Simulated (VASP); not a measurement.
Crystal: Mo.

```xyz
1
Lattice="2.7252 0.0000 0.0000 -0.9084 2.5694 0.0000 -0.9084 -1.2847 2.2251" Properties=species:S:1:pos:R:3 pbc="T T T"
Mo    0.0000    0.0000    0.0000
```

* Program: VASP 6.6.1
* Task: relaxation of cell and atoms
* Functional: PBEsol
* Potentials or basis: VASP PAW PBE potentials, release 64 (Mo_sv)
* Cutoff: 500 eV
* k mesh: 8 × 8 × 8
* Occupations: fermi-dirac, width 0.1 eV
* Spin: no spin polarisation

At the start: pressure -3.5 GPa; volume 15.58 Å³/atom.

Q: Where does the relaxation end?

A: Over 3 steps the energy falls by 2.2 meV/atom and the volume is 15.38 Å³/atom (-1.3 %); space group Im-3m (No. 229, to 0.1 Å) before and after.

The path:
| step | energy change (eV) | largest force (eV/Å) | pressure (GPa) | volume (Å³) |
| --- | --- | --- | --- | --- |
| 1 | 0.0000 | 0.0000 | -3.50 | 15.58 |
| 2 | 0.0157 | 0.0000 | 10.76 | 14.83 |
| 3 | -0.0022 | 0.0000 | -0.04 | 15.38 |

Final structure:
```
CELL_PARAMETERS angstrom
2.71350 0.00000 0.00000
-0.90450 2.55832 0.00000
-0.90450 -1.27916 2.21557
ATOMIC_POSITIONS crystal
Mo 0.00000 0.00000 0.00000
```

Caveat: the PAW data sets were made with another functional, which shifts forces and pressure a little.
